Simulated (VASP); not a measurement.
Write the native input for VASP 6.6.1 that does the following.

| Item | Value |
| --- | --- |
| Task | single point |
| Functional | PBEsol |
| Potentials or basis | VASP PAW PBE potentials, release 64 (Rh_pv) |
| Cutoff | 520 eV |
| k mesh | 18 × 18 × 12 |
| Occupations | gaussian, width 0.15 eV |
| Spin | no spin polarisation |
| Dipole correction | no |
| Further INCAR settings | ALGO = Fast; EDIFF = 1e-07; NBANDS = 22 |

The structure of Rh lies in POSCAR:

```
Rh
1.0
    2.6490496710      0.0000000000      0.0000000000
   -1.3245248355      2.2941443109      0.0000000000
    0.0000000000      0.0000000000      4.5613436700
Rh
2
Direct
    0.6666666667      0.3333333333      0.7500000000
    0.3333333333      0.6666666667      0.2500000000
```

This isn't the form of Rh at room conditions, which is fcc.

This cell differs from its parent crystal: strain -0.030 along x and y, +0.030 along z.

These files were run (other wordings do the same):

INCAR

```
SYSTEM = Rh
ALGO = Fast ; EDIFF = 1E-7
ENCUT = 520 ; GGA = PS
ISIF = 2 ; ISMEAR = 0
LASPH = .True. ; LCHARG = .True.
LELF = .True. ; LREAL = .False.
LVHAR = .True. ; LWAVE = .False.
NBANDS = 22 ; NELM = 60
PREC = Accurate ; SIGMA = 0.15
```

KPOINTS

```
k-points
0
Gamma
  18 18 12
  0 0 0
```

Potentials or basis: VASP PAW PBE potentials, release 64 (Rh_pv).

Run with:

```sh
$ cat potpaw_PBE.64/Rh_pv/POTCAR > POTCAR
$ mpirun -np 1 vasp_std > vasp.out
```

It gave:

```yaml
Pressure: -5.2 GPa
Band_gap_on_the_k_mesh: zero (bands 15 and 16 overlap by 2.62 eV)
```

Caveat: the cell differs from its parent crystal (strain -0.030 along x and y, +0.030 along z); the stress differs along the axes, from -17 to 1 GPa; the PAW data sets were made with another functional, which shifts forces and pressure a little.

It took 91 s on 1 thread of AMD EPYC 9R45 96-Core Processor (Zen 5) (shared host), peak memory 0.2 GiB.
